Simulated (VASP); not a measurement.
Wanted: the native input for a VASP 6.6.1 run.

```
Task                   : single point
Functional             : PBE
Potentials or basis    : VASP PAW PBE potentials, release 64 (Hf_pv)
Cutoff                 : 520 eV
k mesh                 : 10 × 10 × 5
Occupations            : fermi-dirac, width 0.05 eV
Spin                   : no spin polarisation
Dipole correction      : no
Further INCAR settings : ALGO = Fast; EDIFF = 1e-06; NBANDS = 17
```

The structure of Hf lies in POSCAR:

```
Hf
1.0
    3.1752449911      0.0000000000      0.0000000000
   -1.5876224956      2.7498428256      0.0000000000
    0.0000000000      0.0000000000      5.0238540107
Hf
2
Direct
    0.6666666667      0.3333333333      0.7500000000
    0.3333333333      0.6666666667      0.2500000000
```

These files were run (other wordings do the same):

INCAR

```
PREC = Accurate
ENCUT = 520
EDIFF = 1E-6
ISMEAR = -1
SIGMA = 0.05
LREAL = False
LASPH = True
NELM = 100
ALGO = Fast
ISIF = 2
LWAVE = False
LCHARG = False
GGA = PE
NBANDS = 17
```

KPOINTS

```
regular mesh
0
Gamma
  10 10 5
```

Potentials or basis: VASP PAW PBE potentials, release 64 (Hf_pv).

The run is started by

```bash
$ cat potpaw_PBE.64/Hf_pv/POTCAR > POTCAR
$ mpirun -np 1 vasp_std > vasp.out
```

It gave:

```yaml
Pressure: 2.4 GPa
Band_gap_on_the_k_mesh: zero (band 10 reaches 6.24 eV, above the bottom of band 11 at 4.72 eV)
```

Caveat: spin-orbit coupling is left out, which moves the levels of the heavy elements.

It took 27 s on 1 thread of Intel(R) Xeon(R) Platinum 8259CL CPU @ 2.50GHz (Skylake/Cascade Lake), with other jobs on the host, peak memory 0.17 GiB.
